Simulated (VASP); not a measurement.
Wanted: the native input for a VASP 6.6.1 run.

```
Task                   : single point
Functional             : PBEsol
Potentials or basis    : VASP PAW PBE potentials, release 64 (Sn_d, S)
Cutoff                 : 500 eV
k mesh                 : 4 × 8 × 6
Occupations            : gaussian, width 0.02 eV
Spin                   : no spin polarisation
Dipole correction      : no
Further INCAR settings : ALGO = Normal; EDIFF = 1e-06; NBANDS = 50
```

The structure of SnS lies in POSCAR:

```
SnS
1.0
   11.0967528072      0.0000000000      0.0000000000
    0.0000000000      3.9844085433      0.0000000000
    0.0000000000      0.0000000000      4.2315422556
Sn S
4 4
Direct
    0.1185767312      0.2500000000      0.1101694437
    0.3814232688      0.7500000000      0.6101694437
    0.6185767312      0.2500000000      0.3898305563
    0.8814232688      0.7500000000      0.8898305563
    0.8533462265      0.2500000000      0.4747534840
    0.6466537735      0.7500000000      0.9747534840
    0.3533462265      0.2500000000      0.0252465160
    0.1466537735      0.7500000000      0.5252465160
```

These files were run (other wordings do the same):

INCAR

```
PREC = Accurate ; ENCUT = 500
EDIFF = 1E-6 ; ISMEAR = 0
SIGMA = 0.02 ; LREAL = False
LASPH = True ; NELM = 120
ALGO = Normal ; ISIF = 2
LWAVE = False ; LCHARG = False
GGA = PS ; NBANDS = 50
GGA_COMPAT = False
```

KPOINTS

```
regular mesh
0
Gamma
  4 8 6
```

Potentials or basis: VASP PAW PBE potentials, release 64 (Sn_d, S).

Launch:

```sh
$ cat potpaw_PBE.64/Sn_d/POTCAR potpaw_PBE.64/S/POTCAR > POTCAR
$ mpirun -np 1 vasp_std > vasp.out
```

Results of the run:

```json
{"Pressure": "0.0 GPa", "Largest force": "0.010 eV/Å", "Band gap on the k mesh": "0.73 eV, indirect (least direct gap 1.08 eV)"}
```

Caveat: the PAW data sets were made with another functional, which shifts forces and pressure a little; spin-orbit coupling is left out, which moves the levels of the heavy elements.

It took 3 min on 1 thread of Intel(R) Xeon(R) 6975P-C (Granite Rapids), with other jobs on the host, peak memory 0.51 GiB.
